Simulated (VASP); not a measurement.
Write the native input for VASP 6.6.1 that does the following.

```yaml
Task: single point
Functional: PBE
Potentials_or_basis: VASP PAW PBE potentials, release 64 (Al, As)
Cutoff: 520 eV
k_mesh: 3 × 3 × 4
Occupations: gaussian, width 0.1 eV
Spin: no spin polarisation
Dipole_correction: no
Further_INCAR_settings: ALGO = Normal; EDIFF = 1e-07; NBANDS = 23
```

The structure of AlAs5 lies in POSCAR:

```
AlAs5
1.0
    5.2688656386      0.0000000000      0.0000000000
   -2.6344328193      4.5629714922      0.0000000000
    0.0000000000      0.0000000000      4.8090668466
Al As
1 5
Direct
    0.0000000000      0.0000000000      0.5000000000
    0.0000000000      0.2855101412      0.0000000000
    0.7144898588      0.7144898588      0.0000000000
    0.2855101412      0.0000000000      0.0000000000
    0.6666666667      0.3333333333      0.5000000000
    0.3333333333      0.6666666667      0.5000000000
```

The cell was built from a structure type or drawn by symmetry, and may not be a known phase.

One way to write it, as run:

INCAR

```
SYSTEM = AlAs5
PREC = Accurate ; ENCUT = 520
EDIFF = 1E-7 ; ISMEAR = 0
SIGMA = 0.1 ; LREAL = .False.
LASPH = .True. ; NELM = 100
ALGO = Normal ; ISIF = 2
LWAVE = .False. ; LCHARG = .False.
GGA = PE ; NBANDS = 23
```

KPOINTS

```
Automatic mesh
0
Gamma
  3 3 4
  0 0 0
```

Potentials or basis: VASP PAW PBE potentials, release 64 (Al, As).

Launch:

```console
$ cat potpaw_PBE.64/Al/POTCAR potpaw_PBE.64/As/POTCAR > POTCAR
$ mpirun -np 1 vasp_std > vasp.out
```

Results of the run:

| Item | Value |
| --- | --- |
| Pressure | 0.1 GPa |
| Largest force | 0.049 eV/Å |
| Band gap on the k mesh | zero (bands 14 and 15 overlap by 2.91 eV) |

Caveat: the k points lie up to 0.46 Å⁻¹ apart, too coarse for converged energies and pressures of a metal.

Run time: 24 s on 1 thread of Intel(R) Xeon(R) Platinum 8488C (Sapphire Rapids), on a shared host, peak memory 0.23 GiB.
